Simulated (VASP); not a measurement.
# Ga3HN3: single point with PBE

The system is Ga3HN3, a slab with vacuum.

```
N Ga H
1.0
     3.21651    0.00000    0.00000
     0.00000    3.21651    0.00000
     0.00000    0.00000   21.21981
N Ga H
3 3 1
Cartesian
  0.0000 1.6083 4.0000
  1.6083 0.0000 6.2744
  0.0000 1.6083 8.5515
  1.6083 1.6083 5.1372
  0.0000 0.0000 7.3653
  1.6083 1.6083 9.7198
  2.8144 1.6083 10.9634
```

| Property | Result |
| --- | --- |
| Program | VASP 6.6.1 |
| Task | single point |
| Functional | PBE |
| Potentials or basis | VASP PAW PBE potentials, release 64 (N, Ga_d, H) |
| Cutoff | 520 eV |
| k mesh | 8 × 8 × 1 |
| Occupations | gaussian, width 0.05 eV |
| Spin | collinear spin |
| Starting moments | [0.0, 0.0, 0.0, 0.0, 0.0, 0.0, 1.0] μB |
| Dipole correction | yes |
| Further INCAR settings | ALGO = Normal; EDIFF = 1e-06; NBANDS = 40; NELMDL = -8 |

* Largest force: 2.163 eV/Å
* Net moment: 0.17 μB per cell
* Site moments: N -0.01, +0.00, +0.01; Ga -0.00, +0.01, +0.06; H +0.00 μB
* Valence electrons inside the program's atomic spheres: N 3.46, 3.72, 3.69; Ga 11.81, 11.80, 11.61; H 0.48

Forces on the atoms (eV/Å):
```
N    0.015  0.000  1.386
N    0.041  0.000  0.918
N    0.407  0.000  0.064
Ga   0.010  0.000 -2.163
Ga   0.119  0.000 -0.389
Ga   0.595  0.000  0.173
H   -1.187  0.000  0.010
```

Levels at points of the mesh, in eV from the Fermi level:
Spin up:
| k point | band 26 | band 27 | band 28 | band 29 | band 30 | band 31 |
| --- | --- | --- | --- | --- | --- | --- |
| (0.00, 0.00, 0.00) | -0.57 | -0.03 | 0.79 | 0.89 | 3.08 | 4.17 |
| (0.50, 0.00, 0.00) | -1.53 | -0.59 | -0.13 | 1.05 | 4.27 | 5.06 |
| (0.00, 0.50, 0.00) | -0.98 | -0.08 | 0.00 | 0.01 | 3.52 | 4.87 |
| (0.50, 0.50, 0.00) | -1.96 | -0.61 | -0.56 | -0.40 | 1.12 | 4.33 |
Spin down:
```
           k point  band 23  band 24  band 25  band 26  band 27  band 28  band 29  band 30  band 31  band 32
(0.00, 0.00, 0.00)    -2.62    -1.91    -1.72    -0.54    -0.05     0.78     1.02     3.10     4.19     4.94
(0.50, 0.00, 0.00)    -2.72    -2.14    -1.79    -1.53    -0.54    -0.05     1.03     4.31     5.07     5.77
(0.00, 0.50, 0.00)    -2.62    -2.13    -1.76    -0.91    -0.10     0.01     0.25     3.58     4.88     6.12
(0.50, 0.50, 0.00)    -4.10    -3.63    -2.58    -1.93    -0.61    -0.57    -0.01     1.22     4.34     5.33
```

Wall time 7.5 min on 1 thread of Intel(R) Xeon(R) 6975P-C (Granite Rapids), with other jobs on the host, peak memory 0.56 GiB.
